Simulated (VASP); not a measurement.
# Zn (P6_3/mmc) in VASP: relaxation of cell and atoms with PBE

Aim: the relaxation of cell and atoms of Zn with PBE.

Everything below comes from runs of VASP 6.6.1. Logs are shortened: lines on timing, memory, paths and dates and some standing lists are left out, and cuts for length are marked.

**1. The cell of the first run**

The structure is hexagonal, space group P6_3/mmc (No. 194). Conventional cell: a = 2.670 Å, b = 2.670 Å, c = 4.966 Å, α = 90.00°, β = 90.00°, γ = 120.00°. Within 3.5 Å of Zn (site symmetry -6m2) lie 12 Zn at 2.67 to 2.92 Å.

**2. Relaxation of cell and atoms, PBE**

INCAR

```
PREC = Accurate ; ENCUT = 600
EDIFF = 1E-6 ; ISMEAR = 0
SIGMA = 0.1 ; LREAL = False
LASPH = True ; NELM = 60
ALGO = Fast ; ISIF = 3
LWAVE = False ; LCHARG = False
GGA = PE ; IBRION = 2
NSW = 100 ; EDIFFG = -0.002
```

KPOINTS

```
regular mesh
0
Gamma
  18 18 8
```

POSCAR

```
Zn
1.0
    2.6700000000      0.0000000000      0.0000000000
   -1.3350000000      2.3122878281      0.0000000000
    0.0000000000      0.0000000000      4.9660000000
Zn
2
Direct
    0.3333333333      0.6666666667      0.2500000000
    0.6666666667      0.3333333333      0.7500000000
```

Potentials or basis: VASP PAW PBE potentials, release 64 (Zn).

Run with:

```console
> cat potpaw_PBE.64/Zn/POTCAR > POTCAR
> mpirun -np 1 vasp_std > vasp.out
```

OUTCAR:

```text
PREC = Accurate
   ENCUT = 600
   EDIFF = 1E-6
   ISMEAR = 0
   LREAL = False
   LASPH = True
   NELM = 60
   ISIF = 3
   GGA = PE
   IBRION = 2
   NSW = 100
   EDIFFG = -0.002

 ion  position               nearest neighbor table
   1  0.333  0.667  0.250-   2 2.92   2 2.92   2 2.92   2 2.92   2 2.92   2 2.92
   2  0.667  0.333  0.750-   1 2.92   1 2.92   1 2.92   1 2.92   1 2.92   1 2.92

  LATTYP: Found a hexagonal cell.
 ALAT       =     2.6700000000
 C/A-ratio  =     1.8599250936

  Lattice vectors:

 A1 = (   2.6700000000,   0.0000000000,   0.0000000000)
 A2 = (  -1.3350000000,   2.3122878281,   0.0000000000)
 A3 = (   0.0000000000,   0.0000000000,   4.9660000000)

Analysis of symmetry for initial positions (statically):
=====================================================================
 Subroutine PRICEL returns:
 Original cell was already a primitive cell.

 Routine SETGRP: Setting up the symmetry group for a
 hexagonal supercell.

 Subroutine GETGRP returns: Found 24 space group operations
 (whereof 12 operations were pure point group operations)
 out of a pool of 24 trial point group operations.

The static configuration has the point symmetry D_3d.
 The point group associated with its full space group is D_6h.

Analysis of symmetry for dynamics (positions and initial velocities):
=====================================================================
 Subroutine PRICEL returns:
 Original cell was already a primitive cell.

 Routine SETGRP: Setting up the symmetry group for a
 hexagonal supercell.

 Subroutine GETGRP returns: Found 24 space group operations
 (whereof 12 operations were pure point group operations)
 out of a pool of 24 trial point group operations.

The dynamic configuration has the point symmetry D_3d.
 The point group associated with its full space group is D_6h.

 Subroutine INISYM returns: Found 24 space group operations
 (whereof 12 operations are pure point group operations),
 and found     1 'primitive' translations

----------------------------------------------------------------------------------------

                                     Primitive cell

  volume of cell :      30.6591

  direct lattice vectors                    reciprocal lattice vectors
     2.670000000  0.000000000  0.000000000     0.374531835  0.216236056  0.000000000
    -1.335000000  2.312287828  0.000000000     0.000000000  0.432472112  0.000000000
     0.000000000  0.000000000  4.966000000     0.000000000  0.000000000  0.201369311

  length of vectors
     2.670000000  2.670000000  4.966000000     0.432472112  0.432472112  0.201369311

  position of ions in fractional coordinates (direct lattice)
     0.333333333  0.666666667  0.250000000
     0.666666667  0.333333333  0.750000000

  ion indices of the primitive-cell ions
   primitive index   ion index
                 1           1
                 2           2

----------------------------------------------------------------------------------------

 KPOINTS: regular mesh

Automatic generation of k-mesh.
 Grid dimensions read from file:
 generate k-points for:   18   18    8

 Generating k-lattice:

  Cartesian coordinates                     Fractional coordinates (reciprocal lattice)
     0.020807324  0.012013114  0.000000000     0.055555556  0.000000000  0.000000000
     0.000000000  0.024026228  0.000000000     0.000000000  0.055555556  0.000000000
     0.000000000  0.000000000  0.025171164     0.000000000  0.000000000  0.125000000

  Length of vectors
     0.024026228  0.024026228  0.025171164

  Shift w.r.t. Gamma in fractional coordinates (k-lattice)
     0.000000000  0.000000000  0.000000000

 Subroutine IBZKPT returns following result:
 ===========================================

 Found    185 irreducible k-points:

 Following reciprocal coordinates:
            Coordinates               Weight
  0.000000  0.000000  0.000000      1.000000
  0.055556  0.000000  0.000000      6.000000
  0.111111  0.000000  0.000000      6.000000
  0.166667  0.000000  0.000000      6.000000
  0.222222  0.000000  0.000000      6.000000
  0.277778  0.000000  0.000000      6.000000
[... 16 lines left out ...]
  0.333333  0.111111  0.000000     12.000000
  0.388889  0.111111  0.000000     12.000000
 [... further k-points ...]
   k-points           NKPTS =    185   k-points in BZ     NKDIM =    185   number of bands    NBANDS=     16
   number of dos      NEDOS =    301   number of ions     NIONS =      2
   total plane-waves  NPLWV =  23040
   dimension x,y,z NGX =    24 NGY =   24 NGZ =   40
   dimension x,y,z NGXF=    48 NGYF=   48 NGZF=   80
   ions per type =               2
   NGX,Y,Z   is equivalent  to a cutoff of  14.94, 14.94, 13.39 a.u.
   NGXF,Y,Z  is equivalent  to a cutoff of  29.89, 29.89, 26.78 a.u.
 SYSTEM =  unknown system
   PREC   = accura    normal or accurate (medium, high low for compatibility)
   ISTART =      0    job   : 0-new  1-cont  2-samecut
   ICHARG =      2    charge: 1-file 2-atom 10-const
   ISPIN  =      1    spin polarized calculation?
   LNONCOLLINEAR =      F non collinear calculations
   LSORBIT =      F    spin-orbit coupling
   LASPH  =      T    aspherical Exc in radial PAW
   ENCUT  =  600.0 eV  44.10 Ry    6.64 a.u.   5.33  5.33  9.92*2*pi/ulx,y,z
   NELM   =     60;   NELMIN=  2; NELMDL= -5     # of ELM steps
   EDIFF  = 0.1E-05   stopping-criterion for ELM
   LREAL  =      F    real-space projection
   EDIFFG = -.2E-02   stopping-criterion for IOM
   NSW    =    100    number of steps for IOM
   IBRION =      2    ionic relax: 0-MD 1-quasi-New 2-CG
   NFREE  =      1    steps in history (QN), initial steepest desc. (CG)
   ISIF   =      3    stress and relaxation
   ISYM   =      2    0-nonsym 1-usesym 2-fastsym
   POTIM  = 0.5000    time-step for ionic-motion
   TEBEG  =    0.0;   TEEND  =   0.0 temperature during run
   PSTRESS=    0.0 pullay stress
   NELECT =      24.0000    total number of electrons
   NUPDOWN=      -1.0000    fix difference up-down
   EMIN   =  10.00;   EMAX   =-10.00  energy-range for DOS
   EFERMI =   0.00;   METHOD = LEGACY
   ISMEAR =     0;   SIGMA  =   0.10  broadening in eV -4-tet -1-fermi 0-gaus
   EFERMI_NEDOS =   21; number of points for ismear=-14 and -15
   IALGO  =     68    algorithm
   IMIX   =      4    mixing-type and parameters
     AMIX     =   0.40;   BMIX     =  1.00
     AMIX_MAG =   1.60;   BMIX_MAG =  1.00
  volume/ion in A,a.u.               =      15.33       103.45
  Fermi-wavevector in a.u.,A,eV,Ry     =   1.508778  2.851177 30.972445  2.276410
  Thomas-Fermi vector in A             =   2.619187
   LORBIT       =      0    0 simple, 1 ext, 2 COOP (PROOUT), +10 PAW based schemes
   GGA     = PE    functional components
   LHFCALC =     F    Hartree Fock is set to
   AEXX    =    0.0000 exact exchange contribution
   IVDW    =     0    specifies the selected vdW correction
   LEPSILON=     F    determine dielectric tensor
   LRPA    =     F    only Hartree local field effects (RPA)
 conjugate gradient relaxation of ions
 non-spin polarized calculation
 RMM-DIIS sequential band-by-band and
 Gauss-broadening in eV      SIGMA  =   0.10
  energy-cutoff  :      600.00
  volume of cell :       30.66
 maximum number of plane-waves:      1064
 NGX is ok and might be reduce to    24
   NGX = 11   NGY = 11   NGZ = 19

--------------------------------------- Ionic step        1  -------------------------------------------

 number of electron      24.0000003 magnetization

 Free energy of the ion-electron system (eV)
  ---------------------------------------------------
  ext. energy  EPLUGINS =         0.00000000
  ---------------------------------------------------
  free energy    TOTEN  =        -2.21530079 eV

  energy without entropy =       -2.21271990  energy(sigma->0) =       -2.21401035

------------------------ aborting loop because EDIFF is reached ----------------------------------------

  FORCE on cell =-STRESS in cart. coord.  units (eV):
  Direction    XX          YY          ZZ          XY          YZ          ZX
  --------------------------------------------------------------------------------------
  -------------------------------------------------------------------------------------
  Total       -0.1870922     -0.1870922      0.0285721      0.0000000      0.0000000      0.0000000
  in kB       -9.7770181     -9.7770181      1.4931128      0.0000000      0.0000000      0.0000000
  external PRESSURE =      -6.0203078 kB  Pullay stress =       0.0000000 kB
[... 89 lines left out ...]
  FREE ENERGIE OF THE ION-ELECTRON SYSTEM (eV)
  ---------------------------------------------------
  free  energy   TOTEN  =        -2.2160724773 eV

  energy  without entropy=       -2.2135256021  energy(sigma->0) =       -2.21479904

[... ionic steps 4 to 52 ...]

--------------------------------------- Ionic step       53  -------------------------------------------

 number of electron      23.9999983 magnetization

------------------------ aborting loop because EDIFF is reached ----------------------------------------

  FORCE on cell =-STRESS in cart. coord.  units (eV):
  Direction    XX          YY          ZZ          XY          YZ          ZX
  --------------------------------------------------------------------------------------
  -------------------------------------------------------------------------------------
  Total       -0.0057066     -0.0057066      0.0042146     -0.0000000     -0.0000000      0.0000000
  in kB       -0.2967900     -0.2967900      0.2191940     -0.0000000     -0.0000000      0.0000000
  external PRESSURE =      -0.1247953 kB  Pullay stress =       0.0000000 kB
[... 57 lines left out ...]
  energy  without entropy=       -2.2185911921  energy(sigma->0) =       -2.21936623

--------------------------------------- Ionic step       55  -------------------------------------------

 number of electron      23.9999983 magnetization

 Free energy of the ion-electron system (eV)
  ---------------------------------------------------
  ext. energy  EPLUGINS =         0.00000000
  ---------------------------------------------------
  free energy    TOTEN  =        -2.22014217 eV

  energy without entropy =       -2.21859949  energy(sigma->0) =       -2.21937083

 E-fermi :   3.0150     XC(G=0): -11.4747

 val. band max:        3.0147969566   @ k =   0.0556   0.0556   0.2500
 cond. band min:       3.0228618949   @ k =   0.3333   0.1111   0.0000
 fundamental gap:      0.0080649383
 Fermi energy:         3.0149661078

 k-point     1 :       0.0000    0.0000    0.0000
  band No.  band energies     occupation
      1      -7.2990      2.00000
      2      -5.6397      2.00000
      3      -4.9334      2.00000
      4      -4.6635      2.00000
      5      -4.6635      2.00000
      6      -4.6244      2.00000
[... 8 lines left out ...]
     15      18.9431      0.00000
     16      21.1881      0.00000
[... 420 lines left out ...]
  band No.  band energies     occupation
      1      -5.2986      2.00000
      2      -5.2096      2.00000
      3      -5.0834      2.00000
      4      -4.6839      2.00000
      5      -4.4984      2.00000
      6      -4.4967      2.00000
[... 8 lines left out ...]
     15       8.2047      0.00000
     16       9.8298      0.00000

 [... further k-points ...]

------------------------ aborting loop because EDIFF is reached ----------------------------------------

  FORCE on cell =-STRESS in cart. coord.  units (eV):
  Direction    XX          YY          ZZ          XY          YZ          ZX
  --------------------------------------------------------------------------------------
  -------------------------------------------------------------------------------------
  Total        0.0010900      0.0010900     -0.0028889      0.0000000     -0.0000000      0.0000000
  in kB        0.0566938      0.0566938     -0.1502630      0.0000000     -0.0000000      0.0000000
  external PRESSURE =      -0.0122918 kB  Pullay stress =       0.0000000 kB
[... 17 lines left out ...]
  FREE ENERGIE OF THE ION-ELECTRON SYSTEM (eV)
  ---------------------------------------------------
  free  energy   TOTEN  =        -2.2201421665 eV

  energy  without entropy=       -2.2185994860  energy(sigma->0) =       -2.21937083

 reached required accuracy - stopping structural energy minimisation
```

It took 26 min on 1 thread of Intel Xeon Platinum 8488C (Sapphire Rapids), shared host; peak memory 0.23 GiB.

Results:

| Quantity | Value |
| --- | --- |
| Free energy | -2.2201 eV |
| Relaxed volume | 15.40 Å³/atom |
| Relaxed cell | a = 2.637 Å, b = 2.637 Å, c = 5.114 Å, α = 90.00°, β = 90.00°, γ = 120.00° |
| Space group after relaxing (to 0.1 Å) | P6_3/mmc (No. 194) |
| Energy gained by relaxing | 2.4 meV/atom |
| Ionic steps | 55 |
| Pressure after relaxing | 0.0 GPa |
| Band gap on the k mesh | zero (bands 12 and 13 overlap by 5.29 eV) |

Step by step:
```
step  energy change (eV)  largest force (eV/Å)  pressure (GPa)  volume (Å³)
   1              0.0000                0.0000           -0.60        30.66
   3             -0.0008                0.0000            0.67        30.08
   5             -0.0012                0.0000            0.40        30.30
   7             -0.0040                0.0000            1.01        30.41
   9             -0.0046                0.0000            0.41        30.75
  11             -0.0047                0.0000            0.02        30.83
  13             -0.0047                0.0000           -0.25        30.90
  15             -0.0048                0.0000           -0.38        30.87
  17             -0.0048                0.0000           -0.12        30.86
  19             -0.0048                0.0000           -0.36        30.85
  21             -0.0048                0.0000           -0.15        30.79
  23             -0.0046                0.0000            0.40        30.57
  25             -0.0048                0.0000            0.18        30.71
  27             -0.0048                0.0000            0.08        30.72
  29             -0.0048                0.0000           -0.14        30.83
  31             -0.0048                0.0000           -0.09        30.76
  33             -0.0048                0.0000           -0.02        30.76
  35             -0.0048                0.0000            0.32        30.78
  37             -0.0048                0.0000           -0.41        30.79
  39             -0.0048                0.0000           -0.06        30.78
  41             -0.0048                0.0000            0.09        30.80
  43             -0.0047                0.0000           -0.33        30.89
  45             -0.0048                0.0000           -0.23        30.83
  47             -0.0048                0.0000           -0.30        30.81
  49             -0.0048                0.0000            0.23        30.78
  51             -0.0048                0.0000            0.04        30.81
  53             -0.0048                0.0000           -0.01        30.81
  55             -0.0048                0.0000            0.00        30.80
```

Final structure:
```xyz
2
Lattice="2.6372 0.0000 0.0000 -1.3186 2.2838 0.0000 0.0000 0.0000 5.1142" Properties=species:S:1:pos:R:3 pbc="T T T"
Zn    0.0000    1.5226    1.2786
Zn    1.3186    0.7613    3.8357
```

Levels at points of the mesh, in eV from the Fermi level:
| k point | band 10 | band 11 | band 12 | band 13 | band 14 | band 15 |
| --- | --- | --- | --- | --- | --- | --- |
| (0.00, 0.00, 0.00) | -7.09 | -7.09 | -3.74 | -3.53 | 12.10 | 15.93 |
| (0.50, 0.00, 0.00) | -6.86 | -2.65 | -1.94 | 2.33 | 3.57 | 3.80 |
| (0.00, 0.00, 0.50) | -7.16 | -7.16 | -7.16 | 3.76 | 3.76 | 19.35 |
| (0.50, 0.00, 0.50) | -6.87 | -1.76 | -1.76 | 0.26 | 0.26 | 9.52 |

PBE usually gives volumes a little too large and moduli too small. Zero-point motion and thermal expansion aren't in these numbers.
